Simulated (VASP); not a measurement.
# Ta in VASP: further runs, part 3 of 3

VASP 6.6.1. Earlier steps stand in the parts before.

## 6. Single point, PBE (17.91 Å³/atom)

File INCAR:

```
SYSTEM = Ta
PREC = Accurate ; ENCUT = 520
EDIFF = 1E-6 ; ISMEAR = 0
SIGMA = 0.15 ; LREAL = .FALSE.
LASPH = .TRUE. ; NELM = 80
ALGO = Normal ; ISIF = 2
LWAVE = .FALSE. ; LCHARG = .TRUE.
GGA = PE ; LELF = .TRUE.
LVHAR = .TRUE. ; NBANDS = 12
```

File KPOINTS:

```
Automatic mesh
0
G
  20 20 20
  0 0 0
```

File POSCAR:

```
Ta
1.0
   -1.6483607840      1.6483607840      1.6483607840
    1.6483607840     -1.6483607840      1.6483607840
    1.6483607840      1.6483607840     -1.6483607840
Ta
1
Direct
    0.0000000000      0.0000000000      0.0000000000
```

Potentials or basis: VASP PAW PBE potentials, release 64 (Ta_pv).

On the command line:

```console
cat potpaw_PBE.64/Ta_pv/POTCAR > POTCAR
mpirun -np 1 vasp_std > vasp.out
```

OUTCAR:

```text
SYSTEM = Ta
   PREC = Accurate
   ENCUT = 520
   EDIFF = 1E-6
   ISMEAR = 0
   LREAL = .FALSE.
   LASPH = .TRUE.
   NELM = 80
   ISIF = 2
   GGA = PE

 ion  position               nearest neighbor table
   1  0.000  0.000  0.000-

  LATTYP: Found a body centered cubic cell.
 ALAT       =     3.2967215680

  Lattice vectors:

 A1 = (  -1.6483607840,   1.6483607840,   1.6483607840)
 A2 = (   1.6483607840,  -1.6483607840,   1.6483607840)
 A3 = (   1.6483607840,   1.6483607840,  -1.6483607840)

Analysis of symmetry for initial positions (statically):
=====================================================================
 Subroutine PRICEL returns:
 Original cell was already a primitive cell.

 Routine SETGRP: Setting up the symmetry group for a
 body centered cubic supercell.

 Subroutine GETGRP returns: Found 48 space group operations
 (whereof 48 operations were pure point group operations)
 out of a pool of 48 trial point group operations.

The static configuration has the point symmetry O_h .

Analysis of symmetry for dynamics (positions and initial velocities):
=====================================================================
 Subroutine PRICEL returns:
 Original cell was already a primitive cell.

 Routine SETGRP: Setting up the symmetry group for a
 body centered cubic supercell.

 Subroutine GETGRP returns: Found 48 space group operations
 (whereof 48 operations were pure point group operations)
 out of a pool of 48 trial point group operations.

The dynamic configuration has the point symmetry O_h .

 Subroutine INISYM returns: Found 48 space group operations
 (whereof 48 operations are pure point group operations),
 and found     1 'primitive' translations

----------------------------------------------------------------------------------------

                                     Primitive cell

[... 113 lines left out ...]
   GGA     = PE    functional components
   LHFCALC =     F    Hartree Fock is set to
   AEXX    =    0.0000 exact exchange contribution
   IVDW    =     0    specifies the selected vdW correction
   LEPSILON=     F    determine dielectric tensor
   LRPA    =     F    only Hartree local field effects (RPA)
 non-spin polarized calculation
 Gauss-broadening in eV      SIGMA  =   0.15
  energy-cutoff  :      520.00
  volume of cell :       17.91
 maximum number of plane-waves:       496
 NGX is ok and might be reduce to    24
   NGX = 11   NGY = 11   NGZ = 11

 number of electron      11.0000002 magnetization

 Free energy of the ion-electron system (eV)
  ---------------------------------------------------
  ext. energy  EPLUGINS =         0.00000000
  ---------------------------------------------------
  free energy    TOTEN  =       -11.81520722 eV

  energy without entropy =      -11.80091617  energy(sigma->0) =      -11.80806169

 E-fermi :   5.5194     XC(G=0): -12.6459

 val. band max:        5.5189795373   @ k =  -0.2500   0.3500   0.1000
 cond. band min:       5.5278590532   @ k =  -0.3500   0.4000   0.0500
 fundamental gap:      0.0088795159
 Fermi energy:         5.5193754715

 k-point     1 :       0.0000    0.0000    0.0000
  band No.  band energies     occupation
      1     -27.5217      2.00000
      2     -27.5217      2.00000
      3     -27.5217      2.00000
      4      -2.4070      2.00000
      5       6.2641      0.00000
      6       6.2641      0.00000
      7       6.2641      0.00000
      8       9.5565      0.00000
      9       9.5565      0.00000
     10      20.2438      0.00000
     11      20.5663      0.00000
     12      20.5663      0.00000
[... 331 lines left out ...]
 k-point    24 :       0.2500    0.1000   -0.0000
  band No.  band energies     occupation
      1     -28.3382      2.00000
      2     -27.7902      2.00000
      3     -27.5684      2.00000
      4       0.8088      2.00000
      5       4.6288      2.00000
      6       5.1012      1.99992
      7       8.8441      0.00000
      8      10.1851      0.00000
      9      10.3925      0.00000
     10      19.8760      0.00000
     11      20.2521      0.00000
     12      21.3813      0.00000

 [... further k-points ...]

------------------------ aborting loop because EDIFF is reached ----------------------------------------

  FORCE on cell =-STRESS in cart. coord.  units (eV):
  Direction    XX          YY          ZZ          XY          YZ          ZX
  --------------------------------------------------------------------------------------
  -------------------------------------------------------------------------------------
  Total        0.4894143      0.4894143      0.4894143      0.0000000      0.0000000     -0.0000000
  in kB       43.7693807     43.7693807     43.7693807      0.0000000      0.0000000     -0.0000000
  external PRESSURE =      43.7693807 kB  Pullay stress =       0.0000000 kB

 VOLUME and BASIS-vectors are now :
 -----------------------------------------------------------------------------
  energy-cutoff  :      520.00
  volume of cell :       17.91
      direct lattice vectors                 reciprocal lattice vectors
    -1.648360784  1.648360784  1.648360784     0.000000000  0.303331652  0.303331652
     1.648360784 -1.648360784  1.648360784     0.303331652  0.000000000  0.303331652
     1.648360784  1.648360784 -1.648360784     0.303331652  0.303331652  0.000000000

 POSITION                                       TOTAL-FORCE (eV/Angst)
 -----------------------------------------------------------------------------------
      0.00000      0.00000      0.00000         0.000000      0.000000      0.000000
 -----------------------------------------------------------------------------------
    total drift:                               -0.000000      0.000000      0.000000

  FREE ENERGIE OF THE ION-ELECTRON SYSTEM (eV)
  ---------------------------------------------------
  free  energy   TOTEN  =       -11.8152072197 eV

  energy  without entropy=      -11.8009161688  energy(sigma->0) =      -11.80806169
```

OSZICAR:

```text
N       E                     dE             d eps       ncg     rms          rms(c)
DAV:   1     0.596838005932E+02    0.59684E+02   -0.61250E+03  6152   0.878E+02
DAV:   2    -0.112605420062E+02   -0.70944E+02   -0.69158E+02  6856   0.243E+02
DAV:   3    -0.122691635325E+02   -0.10086E+01   -0.10003E+01  7316   0.272E+01
DAV:   4    -0.122717260716E+02   -0.25625E-02   -0.25623E-02  6880   0.154E+00
DAV:   5    -0.122717346913E+02   -0.86197E-05   -0.86202E-05  7324   0.844E-02    0.136E+01
DAV:   6    -0.119227414044E+02    0.34899E+00   -0.28003E-01  7172   0.573E+00    0.666E+00
DAV:   7    -0.118161431841E+02    0.10660E+00   -0.25538E-01  7152   0.509E+00    0.378E-01
DAV:   8    -0.118152351054E+02    0.90808E-03   -0.71962E-03  6676   0.717E-01    0.133E-01
DAV:   9    -0.118152141186E+02    0.20987E-04   -0.12128E-04  7228   0.118E-01    0.270E-02
DAV:  10    -0.118152071956E+02    0.69230E-05   -0.36210E-06  6820   0.211E-02    0.310E-03
DAV:  11    -0.118152072197E+02   -0.24124E-07   -0.19013E-07  3832   0.490E-03
   1 F= -.11815207E+02 E0= -.11808062E+02  d E =-.142911E-01
```

It took 53 s on 1 thread of Intel Xeon 8259CL, shared host; peak memory 0.18 GiB.

Results:

```yaml
Free_energy: -11.8152 eV
Pressure: 4.4 GPa
Band_gap_on_the_k_mesh: zero (an odd number of electrons rules out a gap without spin polarisation)
```

Caveat: the cell stands under pressure; spin-orbit coupling is left out, which moves the levels of the heavy elements.

## 7. Overview

| cell | gap on the mesh (eV) | pressure (GPa) |
| --- | --- | --- |
| a = 2.857 Å, angles 107.9, 107.9, 112.7°, 1 atom | none | 4.7 |
| a = 2.796 Å, angles 109.5°, 1 atom | none | 19.6 |
| a = 2.816 Å, angles 109.5°, 1 atom | none | 14.0 |
| a = 2.835 Å, angles 109.5°, 1 atom | none | 9.0 |
| a = 2.855 Å, angles 109.5°, 1 atom | none | 4.4 |

Alike in all rows: task single point; level PBE; potentials or basis VASP PAW PBE potentials, release 64 (Ta_pv); no spin polarisation; k mesh 20 × 20 × 20; cutoff (eV) 520; smearing gaussian 0.15 eV.

Caveats: the cell stands under pressure; spin-orbit coupling is left out, which moves the levels of the heavy elements.

Absolute energies hang on the potentials; compare differences alone.
